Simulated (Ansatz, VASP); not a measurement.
## Ge in VASP and in Ansatz

```
CELL_PARAMETERS angstrom
3.99762 0.00000 0.00000
-1.99881 3.46204 0.00000
0.00000 0.00000 6.59282
ATOMIC_POSITIONS crystal
Ge 0.33333 0.66667 0.00037
Ge 0.66667 0.33333 0.50037
Ge 0.33333 0.66667 0.37463
Ge 0.66667 0.33333 0.87463
```

Alike in both runs: task single point; functional r2SCAN; k mesh 12 × 12 × 4; occupations fermi-dirac, width 0.02 eV; no spin polarisation.

```csv
,VASP,Ansatz
version,VASP 6.6.1,Ansatz 0.2.0
potentials or method,"VASP PAW PBE potentials, release 64 (Ge_d)","plane waves, PAW"
plane-wave cutoff (eV),520,500
valence electrons in the cell,56,56
```

Ansatz gave:

| Item | Value |
| --- | --- |
| pressure (GPa) | 0.0 |
| traceless stress, the component that is largest in VASP (GPa) | 0.16 |

Question: Estimate VASP's values.

Answer: Pressure (GPa): 0.1; traceless stress, the component that is largest in VASP (GPa): 0.14.

VASP's potentials were made for PBE, not for r2SCAN.
